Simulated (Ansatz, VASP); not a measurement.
# Two plane-wave programs on BeZn5Se6

```
Be Zn Se
1.0
     6.89039    0.00000    0.00000
    -3.44520    5.96726    0.00000
     0.00000    0.00000    6.53934
Be Zn Se
1 5 6
Direct
  0.00000 0.00000 0.00300
  0.66667 0.33333 0.00511
  0.33333 0.66667 0.00511
  0.00000 0.32505 0.50657
  0.67495 0.67495 0.50657
  0.32505 0.00000 0.50657
  0.66667 0.33333 0.38427
  0.33333 0.66667 0.38427
  0.00000 0.00000 0.35031
  0.00000 0.31013 0.88606
  0.68987 0.68987 0.88606
  0.31013 0.00000 0.88606
```

Alike in both runs: functional PBE; k mesh 6 × 6 × 4; occupations gaussian, width 0.02 eV; no spin polarisation.

Ansatz relaxed the structure, and its values are those at the end. VASP's run is a single point on that final structure, the one shown.

|  | VASP | Ansatz |
| --- | --- | --- |
| version | VASP 6.6.1 | Ansatz 0.2.0 |
| potentials or method | VASP PAW PBE potentials, release 64 (Be, Zn, Se), cutoff 520 eV | scalar-relativistic, plane waves, PAW |
| valence electrons in the cell | 98 | 158 |

VASP gave:

```
gap on the k mesh at the Fermi level (eV) : 1.55
least direct gap on the mesh (eV)         : 1.55
pressure (GPa)                            : 0.2
rms of the force components (eV/Å)        : 0.004
```

Problem. What did Ansatz give for the same quantities?

Solution. gap on the k mesh at the Fermi level (eV): 1.55; least direct gap on the mesh (eV): 1.55; pressure (GPa): 0.0; rms of the force components (eV/Å): 0.002.

With one functional, cell and mesh, what is left measures potentials, basis and numerics. VASP's potentials hold 98 valence electrons a cell and Ansatz's 158, so a difference there can come from the potentials and not from the codes.
